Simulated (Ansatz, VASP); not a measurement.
## Two plane-wave programs on Te3Pt2Se

INCAR

```
PREC = Accurate
ENCUT = 520
EDIFF = 1E-6
ISMEAR = 0
SIGMA = 0.1
LREAL = F
LASPH = T
NELM = 60
ALGO = Normal
ISIF = 2
LWAVE = F
LCHARG = T
GGA = PE
LELF = T
LVHAR = T
NBANDS = 31
```

The input KPOINTS:

```
regular mesh
0
Gamma
  3 3 3
```

POSCAR

```
Te3Pt2Se
1.0
    3.2976311100      1.9038882100      5.2850393200
   -3.2976311100      1.9038882100      5.2850393200
    0.0000000000     -3.8077764200      5.2850393200
Te Pt Se
3 2 1
Direct
    0.5000000000      0.5000000000      0.0000000000
    0.0000000000      0.5000000000      0.5000000000
    0.5000000000      0.0000000000      0.5000000000
    0.7576956800      0.7576956800      0.7576956800
    0.2423043200      0.2423043200      0.2423043200
    0.5000000000      0.5000000000      0.5000000000
```

Input for Ansatz:

```yaml
crystal:
  lattice:
    - [3.29763111, 1.90388821, 5.28503932]
    - [-3.29763111, 1.90388821, 5.28503932]
    - [0.0, -3.80777642, 5.28503932]
  atoms:
    - { symbol: Te, position: [0.5, 0.5, 0.0] }
    - { symbol: Te, position: [0.0, 0.5, 0.5] }
    - { symbol: Te, position: [0.5, 0.0, 0.5] }
    - { symbol: Pt, position: [0.75769568, 0.75769568, 0.75769568] }
    - { symbol: Pt, position: [0.24230432, 0.24230432, 0.24230432] }
    - { symbol: Se, position: [0.5, 0.5, 0.5] }
basis:
  ecutwfc: 420
kpoints:
  mp_grid: { grid: [3, 3, 3] }
hamiltonian:
  xc: pbe
scf:
  occupations: { method: gaussian, width: 0.1 }
  lower_state_search: "off"
output:
  forces: true
  stress: true
  eigenvalues: true
```

Alike in both runs: task single point; functional PBE; k mesh 3 × 3 × 3; occupations gaussian, width 0.1 eV; no spin polarisation.

|  | VASP | Ansatz |
| --- | --- | --- |
| version | VASP 6.6.1 | Ansatz 0.2.0 |
| potentials or method | VASP PAW PBE potentials, release 64 (Te, Pt, Se), cutoff 520 eV | scalar-relativistic, plane waves, PAW |
| valence electrons in the cell | 44 | 100 |

```csv
,VASP,Ansatz,Ansatz less VASP
gap on the k mesh at the Fermi level (eV),none,none,-
pressure (GPa),12.3,12.5,+0.22
"traceless stress, the component that is largest in VASP (GPa)",-2.32,-2.27,+0.041
rms of the force components (eV/Å),1.696,1.727,+0.0312
```

Atom by atom the forces differ by 0.031 eV/Å (rms over components). A gap of «none» marks a metal or a gap that the smearing closes. VASP's potentials hold 44 valence electrons a cell and Ansatz's 100, so a difference there can come from the potentials and not from the codes.

The k mesh is coarse, so the values compare programs but aren't converged. Neither program's run includes spin-orbit coupling.
